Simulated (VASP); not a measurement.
Input of a VASP 6.6.1 run:

INCAR

```
SYSTEM = CuSi16
PREC = Accurate ; ENCUT = 520
EDIFF = 1E-7 ; ISMEAR = -1
SIGMA = 0.02 ; LREAL = Auto
LASPH = .True. ; NELM = 100
ALGO = Normal ; ISIF = 2
LWAVE = .False. ; LCHARG = .False.
GGA = PE ; NBANDS = 52
NELECT = 74.0
```

KPOINTS

```
Automatic mesh
0
Gamma
  2 2 2
  0 0 0
```

Contents of POSCAR:

```
CuSi16
1.0
    0.0000000000      5.4300000000      5.4300000000
    5.4300000000      0.0000000000      5.4300000000
    5.4300000000      5.4300000000      0.0000000000
Si Cu
16 1
Direct
   -0.0034974217      0.0085780847     -0.0017139963
    0.1093429098      0.1444418048      0.1206121547
   -0.0244854512      0.0108782689      0.5046777164
    0.1114699816      0.1238040516      0.6268541436
    0.0111011971      0.5151466851      0.0075855433
    0.1311737569      0.6354170350      0.1393017495
   -0.0072166667      0.4970157459      0.5115925414
    0.1146983425      0.6190272560      0.6391003683
    0.5013458564      0.0054523020     -0.0139082873
    0.6232686004      0.1275190608      0.1135505525
    0.4847279926     -0.0110097606      0.4858489871
    0.6047843462      0.1091651934      0.6176767956
    0.5043704420      0.5007297422     -0.0017002762
    0.6403052486      0.6135938306      0.1205568140
    0.5066916206      0.4798555249      0.5045774401
    0.6195511971      0.6157677716      0.6268635359
    0.3080999079      0.8123358195      0.3127242173
```

Potentials or basis: VASP PAW PBE potentials, release 64 (Si, Cu).

Run with:

```sh
$ cat potpaw_PBE.64/Si/POTCAR potpaw_PBE.64/Cu/POTCAR > POTCAR
$ mpirun -np 1 vasp_std > vasp.out
```

Question: Predict the largest force.

Answer: 0.015 eV/Å.

Forces in eV/Å, atoms in the order of the input:
```
Si   0.004 -0.005  0.002
Si   0.006 -0.005  0.010
Si   0.003 -0.007 -0.007
Si  -0.002  0.003  0.002
Si  -0.001 -0.005 -0.006
Si  -0.004 -0.001 -0.005
Si   0.001  0.001  0.000
Si   0.007  0.009 -0.008
Si  -0.006 -0.008  0.005
Si  -0.002  0.001 -0.004
Si   0.002  0.002  0.002
Si   0.002  0.007  0.003
Si   0.000  0.000  0.001
Si  -0.009  0.008  0.010
Si  -0.003  0.004 -0.009
Si  -0.001 -0.003  0.003
Cu   0.002  0.000  0.000
```

Caveat: the k points lie up to 0.50 Å⁻¹ apart; the cell carries a net charge on a neutralising background, which shifts energy and pressure.
